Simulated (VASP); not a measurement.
Runs of VASP 6.6.1 on HgTe. The structure is that of space group I-4m2 (No. 119), or close to it. The cells are those of the table. 

```tsv
cell	gap on the mesh (eV)	pressure (GPa)
a = 4.465 Å, angles 98.2, 98.2, 135.7°, 2 atoms	none	-3.2
a = 4.602 Å, angles 97.1, 97.1, 138.7°, 2 atoms	none	-4.8
a = 4.868 Å, angles 95.0, 95.0, 145.7°, 2 atoms	none	-2.4
a = 4.625 Å, angles 97.6, 97.6, 137.3°, 2 atoms	none	(a)
```

Alike in all rows: task single point; level PBEsol; potentials or basis VASP PAW PBE potentials, release 64 (Hg, Te); no spin polarisation; k mesh 18 × 18 × 18; cutoff (eV) 520; smearing gaussian 0.15 eV.

**Question.** Fill in the values left out.

**Answer.** (a) -5.7.

Caveats: the PAW data sets were made with another functional, which shifts forces and pressure a little; spin-orbit coupling is left out, which moves the levels of the heavy elements; the cell stands under tension (at least some runs).

A k mesh can miss the band edges, and the runs leave out spin-orbit coupling on Hg, Te.

A gap of «none» marks levels without a gap at the run's occupations.
